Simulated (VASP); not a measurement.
# MgCd3Se4 (P-4m2) in VASP: relaxation of shape and atoms at fixed volume with PBE

Aim: the relaxation of shape and atoms at fixed volume of MgCd3Se4 with PBE.

Everything below comes from runs of VASP 6.6.1. Logs are shortened: lines on timing, memory, paths and dates and some standing lists are left out, and cuts for length are marked.

### 1 The cell of the first run

The structure is tetragonal, space group P-4m2 (No. 115). Conventional cell: a = 4.176 Å, b = 4.176 Å, c = 11.709 Å, α = 90.00°, β = 90.00°, γ = 90.00°. Mg (site symmetry -4m2) has 4 Se at 2.49 Å within 3.3 Å. Within 3.4 Å of Cd (site symmetry 2mm) lie 4 Se at 2.57 Å. Within 3.4 Å of Cd (site symmetry -4m2) lie 4 Se at 2.57 Å. Within 3.4 Å of Se (site symmetry 2mm) lie 4 Cd at 2.57 Å. Within 3.3 Å of Se (site symmetry 2mm) lie 2 Mg at 2.49 Å and 2 Cd at 2.57 Å.

### 2 Relaxation of shape and atoms at fixed volume, PBE (25.52 Å³/atom)

Input file INCAR:

```
ALGO = Normal ; EDIFF = 1E-6
EDIFFG = -0.01 ; ENCUT = 600
GGA = PE ; IBRION = 2
ISIF = 4 ; ISMEAR = 0
LASPH = True ; LCHARG = False
LREAL = False ; LWAVE = False
NELM = 100 ; NSW = 50
PREC = Accurate ; SIGMA = 0.02
```

Input file KPOINTS:

```
k-points
0
Gamma
  6 6 4
```

Input file POSCAR:

```
MgCd3Se4
1.0
    4.1755808865      0.0000000000      0.0000000000
    0.0000000000      4.1755808865      0.0000000000
    0.0000000000      0.0000000000     11.7090949986
Mg Cd Se
1 3 4
Direct
    0.5000000000      0.5000000000      0.5000000000
    0.0000000000      0.0000000000      0.7439072975
    0.5000000000      0.5000000000      0.0000000000
    0.0000000000      0.0000000000      0.2560927025
    0.5000000000      0.0000000000      0.1279874737
    0.0000000000      0.5000000000      0.3845663103
    0.5000000000      0.0000000000      0.6154336897
    0.0000000000      0.5000000000      0.8720125263
```

Potentials or basis: VASP PAW PBE potentials, release 64 (Mg, Cd, Se).

Launch:

```
> cat potpaw_PBE.64/Mg/POTCAR potpaw_PBE.64/Cd/POTCAR potpaw_PBE.64/Se/POTCAR > POTCAR
> mpirun -np 1 vasp_std > vasp.out
```

OUTCAR:

```text
EDIFF = 1E-6
   EDIFFG = -0.01
   ENCUT = 600
   GGA = PE
   IBRION = 2
   ISIF = 4
   ISMEAR = 0
   LASPH = True
   LREAL = False
   NELM = 100
   NSW = 50
   PREC = Accurate

 ion  position               nearest neighbor table
   1  0.500  0.500  0.500-   6 2.49   7 2.49   7 2.49   6 2.49
   2  0.000  0.000  0.744-   8 2.57   8 2.57   7 2.57   7 2.57
   3  0.500  0.500  0.000-   5 2.57   8 2.57   5 2.57   8 2.57
   4  0.000  0.000  0.256-   5 2.57   5 2.57   6 2.57   6 2.57
   5  0.500  0.000  0.128-   3 2.57   3 2.57   4 2.57   4 2.57
   6  0.000  0.500  0.385-   1 2.49   1 2.49   4 2.57   4 2.57
   7  0.500  0.000  0.615-   1 2.49   1 2.49   2 2.57   2 2.57
   8  0.000  0.500  0.872-   3 2.57   3 2.57   2 2.57   2 2.57

  LATTYP: Found a simple tetragonal cell.
 ALAT       =     4.1755808865
 C/A-ratio  =     2.8041834937

  Lattice vectors:

 A1 = (   4.1755808865,   0.0000000000,   0.0000000000)
 A2 = (   0.0000000000,   4.1755808865,   0.0000000000)
 A3 = (   0.0000000000,   0.0000000000,  11.7090949986)

Analysis of symmetry for initial positions (statically):
=====================================================================
 Subroutine PRICEL returns:
 Original cell was already a primitive cell.

 Routine SETGRP: Setting up the symmetry group for a
 simple tetragonal supercell.

 Subroutine GETGRP returns: Found  8 space group operations
 (whereof  8 operations were pure point group operations)
 out of a pool of 16 trial point group operations.

The static configuration has the point symmetry D_2d.

Analysis of symmetry for dynamics (positions and initial velocities):
=====================================================================
 Subroutine PRICEL returns:
 Original cell was already a primitive cell.

 Routine SETGRP: Setting up the symmetry group for a
 simple tetragonal supercell.

 Subroutine GETGRP returns: Found  8 space group operations
 (whereof  8 operations were pure point group operations)
 out of a pool of 16 trial point group operations.

The dynamic configuration has the point symmetry D_2d.

 Subroutine INISYM returns: Found  8 space group operations
 (whereof  8 operations are pure point group operations),
 and found     1 'primitive' translations

----------------------------------------------------------------------------------------

                                     Primitive cell

  volume of cell :     204.1536

  direct lattice vectors                    reciprocal lattice vectors
     4.175580886  0.000000000  0.000000000     0.239487637  0.000000000  0.000000000
     0.000000000  4.175580886  0.000000000     0.000000000  0.239487637  0.000000000
     0.000000000  0.000000000 11.709094999     0.000000000  0.000000000  0.085403697

  length of vectors
     4.175580886  4.175580886 11.709094999     0.239487637  0.239487637  0.085403697

  position of ions in fractional coordinates (direct lattice)
     0.500000000  0.500000000  0.500000000
     0.000000000  0.000000000  0.743907298
     0.500000000  0.500000000  0.000000000
     0.000000000  0.000000000  0.256092702
     0.500000000  0.000000000  0.127987474
     0.000000000  0.500000000  0.384566310
     0.500000000  0.000000000  0.615433690
     0.000000000  0.500000000  0.872012526

  ion indices of the primitive-cell ions
   primitive index   ion index
                 1           1
                 2           2
                 3           3
                 4           4
                 5           5
                 6           6
                 7           7
                 8           8

----------------------------------------------------------------------------------------

 KPOINTS: k-points

Automatic generation of k-mesh.
 Grid dimensions read from file:
 generate k-points for:    6    6    4

 Generating k-lattice:

  Cartesian coordinates                     Fractional coordinates (reciprocal lattice)
     0.039914606  0.000000000  0.000000000     0.166666667  0.000000000  0.000000000
     0.000000000  0.039914606  0.000000000     0.000000000  0.166666667  0.000000000
     0.000000000  0.000000000  0.021350924     0.000000000  0.000000000  0.250000000

  Length of vectors
     0.039914606  0.039914606  0.021350924

  Shift w.r.t. Gamma in fractional coordinates (k-lattice)
     0.000000000  0.000000000  0.000000000

 Subroutine IBZKPT returns following result:
 ===========================================

 Found     30 irreducible k-points:

 Following reciprocal coordinates:
            Coordinates               Weight
  0.000000  0.000000  0.000000      1.000000
  0.166667  0.000000  0.000000      4.000000
  0.333333  0.000000  0.000000      4.000000
  0.500000  0.000000  0.000000      2.000000
  0.166667  0.166667  0.000000      4.000000
  0.333333  0.166667  0.000000      8.000000
[... 16 lines left out ...]
  0.333333  0.000000  0.500000      4.000000
  0.500000  0.000000  0.500000      2.000000
 [... further k-points ...]
   k-points           NKPTS =     30   k-points in BZ     NKDIM =     30   number of bands    NBANDS=     37
   number of dos      NEDOS =    301   number of ions     NIONS =      8
   total plane-waves  NPLWV = 124416
   dimension x,y,z NGX =    36 NGY =   36 NGZ =   96
   dimension x,y,z NGXF=    72 NGYF=   72 NGZF=  192
   ions per type =               1   3   4
   NGX,Y,Z   is equivalent  to a cutoff of  14.33, 14.33, 13.63 a.u.
   NGXF,Y,Z  is equivalent  to a cutoff of  28.67, 28.67, 27.26 a.u.
 SYSTEM =  unknown system
   PREC   = accura    normal or accurate (medium, high low for compatibility)
   ISTART =      0    job   : 0-new  1-cont  2-samecut
   ICHARG =      2    charge: 1-file 2-atom 10-const
   ISPIN  =      1    spin polarized calculation?
   LNONCOLLINEAR =      F non collinear calculations
   LSORBIT =      F    spin-orbit coupling
   LASPH  =      T    aspherical Exc in radial PAW
   ENCUT  =  600.0 eV  44.10 Ry    6.64 a.u.   8.34  8.34 23.39*2*pi/ulx,y,z
   NELM   =    100;   NELMIN=  2; NELMDL= -5     # of ELM steps
   EDIFF  = 0.1E-05   stopping-criterion for ELM
   LREAL  =      F    real-space projection
   EDIFFG = -.1E-01   stopping-criterion for IOM
   NSW    =     50    number of steps for IOM
   IBRION =      2    ionic relax: 0-MD 1-quasi-New 2-CG
   NFREE  =      1    steps in history (QN), initial steepest desc. (CG)
   ISIF   =      4    stress and relaxation
   ISYM   =      2    0-nonsym 1-usesym 2-fastsym
   POTIM  = 0.5000    time-step for ionic-motion
   TEBEG  =    0.0;   TEEND  =   0.0 temperature during run
   PSTRESS=    0.0 pullay stress
   NELECT =      62.0000    total number of electrons
   NUPDOWN=      -1.0000    fix difference up-down
   EMIN   =  10.00;   EMAX   =-10.00  energy-range for DOS
   EFERMI =   0.00;   METHOD = LEGACY
   ISMEAR =     0;   SIGMA  =   0.02  broadening in eV -4-tet -1-fermi 0-gaus
   EFERMI_NEDOS =   21; number of points for ismear=-14 and -15
   IALGO  =     38    algorithm
   IMIX   =      4    mixing-type and parameters
     AMIX     =   0.40;   BMIX     =  1.00
     AMIX_MAG =   1.60;   BMIX_MAG =  1.00
  volume/ion in A,a.u.               =      25.52       172.21
  Fermi-wavevector in a.u.,A,eV,Ry     =   1.100406  2.079466 16.475210  1.210894
  Thomas-Fermi vector in A             =   2.236817
   LORBIT       =      0    0 simple, 1 ext, 2 COOP (PROOUT), +10 PAW based schemes
   GGA     = PE    functional components
   LHFCALC =     F    Hartree Fock is set to
   AEXX    =    0.0000 exact exchange contribution
   IVDW    =     0    specifies the selected vdW correction
   LEPSILON=     F    determine dielectric tensor
   LRPA    =     F    only Hartree local field effects (RPA)
 conjugate gradient relaxation of ions
 non-spin polarized calculation
 Gauss-broadening in eV      SIGMA  =   0.02
  energy-cutoff  :      600.00
  volume of cell :      204.15
 maximum number of plane-waves:      6862
 NGX is ok and might be reduce to    36
   NGX = 17   NGY = 17   NGZ = 47

--------------------------------------- Ionic step        1  -------------------------------------------

 number of electron      62.0000007 magnetization

 Free energy of the ion-electron system (eV)
  ---------------------------------------------------
  ext. energy  EPLUGINS =         0.00000000
  ---------------------------------------------------
  free energy    TOTEN  =       -23.36471325 eV

  energy without entropy =      -23.36471325  energy(sigma->0) =      -23.36471325

------------------------ aborting loop because EDIFF is reached ----------------------------------------

  FORCE on cell =-STRESS in cart. coord.  units (eV):
  Direction    XX          YY          ZZ          XY          YZ          ZX
  --------------------------------------------------------------------------------------
  -------------------------------------------------------------------------------------
  Total       10.1591906     10.1591906     10.0699880      0.0000000      0.0000000     -0.0000000
  in kB       79.7283102     79.7283102     79.0282569      0.0000000      0.0000000     -0.0000000
  external PRESSURE =      79.4949591 kB  Pullay stress =       0.0000000 kB
[... 195 lines left out ...]
  energy  without entropy=      -23.3659946894  energy(sigma->0) =      -23.36599469

--------------------------------------- Ionic step        6  -------------------------------------------

 number of electron      62.0000010 magnetization

 Free energy of the ion-electron system (eV)
  ---------------------------------------------------
  ext. energy  EPLUGINS =         0.00000000
  ---------------------------------------------------
  free energy    TOTEN  =       -23.36618987 eV

  energy without entropy =      -23.36618987  energy(sigma->0) =      -23.36618987

 E-fermi :   1.6431     XC(G=0):  -9.0792

 val. band max:        1.5345182146   @ k =   0.0000   0.0000   0.0000
 cond. band min:       2.7677992566   @ k =   0.0000   0.0000   0.0000
 fundamental gap:      1.2332810420
 Fermi energy:         1.6430815908

 k-point     1 :       0.0000    0.0000    0.0000
  band No.  band energies     occupation
      1     -11.2838      2.00000
      2     -10.9793      2.00000
      3     -10.9530      2.00000
      4     -10.5324      2.00000
      5      -6.4666      2.00000
      6      -6.4666      2.00000
[... 949 lines left out ...]
     36       7.3017      0.00000
     37       7.5543      0.00000

 [... further k-points ...]

------------------------ aborting loop because EDIFF is reached ----------------------------------------

  FORCE on cell =-STRESS in cart. coord.  units (eV):
  Direction    XX          YY          ZZ          XY          YZ          ZX
  --------------------------------------------------------------------------------------
  -------------------------------------------------------------------------------------
  Total       10.1000711     10.1000711     10.0261224      0.0000000      0.0000000      0.0000000
  in kB       79.2643459     79.2643459     78.6840046      0.0000000      0.0000000      0.0000000
  external PRESSURE =      79.0708988 kB  Pullay stress =       0.0000000 kB
[... 23 lines left out ...]
  FREE ENERGIE OF THE ION-ELECTRON SYSTEM (eV)
  ---------------------------------------------------
  free  energy   TOTEN  =       -23.3661898667 eV

  energy  without entropy=      -23.3661898667  energy(sigma->0) =      -23.36618987

 reached required accuracy - stopping structural energy minimisation
```

Wall time 28 min (1 thread of Intel Xeon 8259CL, shared host); peak memory 0.54 GiB.

What came out:

```
Free energy                  : -23.3662 eV
Energy gained by relaxing    : 0.2 meV/atom
Ionic steps                  : 6
Pressure after relaxing      : 7.9 GPa
Largest force after relaxing : 0.008 eV/Å
Band gap on the k mesh       : 1.23 eV
```

Forces in eV/Å, atoms in the order of the input:
```
Mg   0.000  0.000  0.000
Cd   0.000  0.000  0.008
Cd   0.000  0.000  0.000
Cd   0.000  0.000 -0.008
Se   0.000  0.000  0.006
Se   0.000  0.000 -0.002
Se   0.000  0.000  0.002
Se   0.000  0.000 -0.006
```

Step by step:
```tsv
step	energy change (eV)	largest force (eV/Å)	pressure (GPa)	volume (Å³)
1	0.0000	0.0830	7.95	204.15
2	-0.0005	0.0446	7.94	204.15
3	-0.0008	0.0423	7.93	204.15
4	-0.0011	0.0249	7.92	204.15
5	-0.0013	0.0335	7.91	204.15
6	-0.0015	0.0084	7.91	204.15
```

Final structure:
```xyz
8
Lattice="4.1848 0.0000 0.0000 0.0000 4.1848 0.0000 0.0000 0.0000 11.6576" Properties=species:S:1:pos:R:3 pbc="T T T"
Mg    2.0924    2.0924    5.8288
Cd    0.0000    0.0000    8.6621
Cd    2.0924    2.0924    0.0000
Cd    4.1848    0.0000    2.9955
Se    2.0924    0.0000    1.4963
Se    4.1848    2.0924    4.4976
Se    2.0924    0.0000    7.1600
Se    0.0000    2.0924   10.1614
```

Levels at points of the mesh, in eV from the valence-band top:
| k point | band 28 | band 29 | band 30 | band 31 | band 32 | band 33 | band 34 | band 35 |
| --- | --- | --- | --- | --- | --- | --- | --- | --- |
| (0.00, 0.00, 0.00) | -1.00 | -0.07 | 0.00 | 0.00 | 1.23 | 3.06 | 3.79 | 3.89 |
| (0.50, 0.00, 0.00) | -0.81 | -0.68 | -0.67 | -0.67 | 2.66 | 3.04 | 4.23 | 4.68 |
| (0.50, 0.50, 0.00) | -1.95 | -1.91 | -1.91 | -1.88 | 3.04 | 3.04 | 3.67 | 4.29 |
| (0.00, 0.00, 0.50) | -0.56 | -0.56 | -0.21 | -0.21 | 2.25 | 2.69 | 3.43 | 3.44 |
| (0.50, 0.00, 0.50) | -1.27 | -0.80 | -0.68 | -0.67 | 3.35 | 3.36 | 3.48 | 4.34 |
| (0.50, 0.50, 0.50) | -2.14 | -2.11 | -2.11 | -2.07 | 3.74 | 3.74 | 4.00 | 4.00 |

A k mesh can miss the band edges.
